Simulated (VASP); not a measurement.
Here is a VASP 6.6.1 calculation.

INCAR

```
PREC = Accurate
ENCUT = 520
EDIFF = 1E-6
ISMEAR = -1
SIGMA = 0.2482
LREAL = Auto
LASPH = T
NELM = 120
ALGO = Normal
ISIF = 2
LWAVE = F
LCHARG = F
GGA = PE
ISYM = -1
NBANDS = 69
GGA_COMPAT = F
```

File KPOINTS:

```
explicit points
1
Reciprocal
  0.25000000   0.25000000   0.25000000 1
```

POSCAR

```
Si11N12
1.0
    6.4418990000      0.1209050000      0.0829390000
    0.1209050000      6.5958520000      0.1101930000
    0.0829390000      0.1101930000      6.6182720000
Si N
11 12
Direct
    0.8015120024      0.6376295462      0.4102898889
    0.0469889119      0.0793125950      0.6410721853
    0.5876569311      0.0508716437      0.2298649289
    0.6940305155      0.4083724152      0.9934680868
    0.5490460022      0.1088094618      0.6427675733
    0.2054341295      0.8311688096     -0.0196334460
    0.8068085679      0.8380501780      0.9331705981
    0.5284458116      0.5988515685      0.7080662418
    0.2607890635      0.3392036592      0.9971156439
    0.1291476757     -0.0263427826      0.3027006764
   -0.0179481948      0.3022063759      0.2270969791
    0.4712721674      0.2328906458      0.0754367966
    0.3070310623      0.5940038641      0.9320087000
    0.8173089856      0.3294171857      0.4432881789
    0.4006934577      0.0158616284      0.4207726798
    0.2659328513      0.1677921348      0.7835098462
    0.0256785673      0.8646540876      0.7954311061
    0.5783457168      0.8832215493      0.8013166809
    0.2406009777      0.5007896334      0.3991708536
    0.7416238237      0.6772111416      0.1304575476
    0.1834643276      0.6843046233      0.4054724666
    0.9184229744      1.0600928660      0.1159458396
    0.8141769451      0.2210700456      0.6326321443
```

Potentials or basis: VASP PAW PBE potentials, release 64 (Si, N).

Command:

```bash
$ cat potpaw_PBE.64/Si/POTCAR potpaw_PBE.64/N/POTCAR > POTCAR
$ mpirun -np 1 vasp_std > vasp.out
```

(1) Predict the largest force.

(2) What does it give for the pressure?

Answers

(1) 7.087 eV/Å.

(2) -2.6 GPa.

Caveat: the standard files for N, O and F lose accuracy on very short bonds; the atoms stand as in a frame of molecular dynamics.
